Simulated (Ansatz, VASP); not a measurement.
**Two plane-wave programs on MnH4**

```
Mn H
1.0
     3.35381    0.00000    0.00000
     0.00000    3.35381    0.00000
     0.00000    0.00000   23.80000
Mn H
1 4
Direct
  0.00000 0.00000 0.29412
  0.84360 0.50000 0.29412
  0.15640 0.50000 0.29412
  0.50000 0.15640 0.29412
  0.50000 0.84360 0.29412
```

Alike in both runs: functional PBE; k mesh 6 × 6 × 1; occupations gaussian, width 0.1 eV; collinear spin.

Ansatz relaxed the structure, and its values are those at the end. VASP's run is a single point on that final structure, the one shown.

|  | VASP | Ansatz |
| --- | --- | --- |
| version | VASP 6.6.1 | Ansatz 0.2.0 |
| potentials or method | VASP PAW PBE potentials, release 64 (Mn_pv, H), cutoff 520 eV | scalar-relativistic, plane waves, PAW |
| valence electrons in the cell | 17 | 19 |

Ansatz gave:

- gap on the k mesh at the Fermi level (eV): none
- rms of the force components (eV/Å): 0.013
- net moment per atom (μB): 0.51
- size of the moment on the site where the two differ most (μB): 2.01

Task: Which values does VASP return?

Result: gap on the k mesh at the Fermi level (eV): none; rms of the force components (eV/Å): 0.011; net moment per atom (μB): 0.51; size of the moment on the site where the two differ most (μB): 2.55.

Site moments also hang on the region over which each program counts them. A gap of «none» marks a metal or a gap that the smearing closes. VASP's potentials hold 17 valence electrons a cell and Ansatz's 19, so a difference there can come from the potentials and not from the codes.
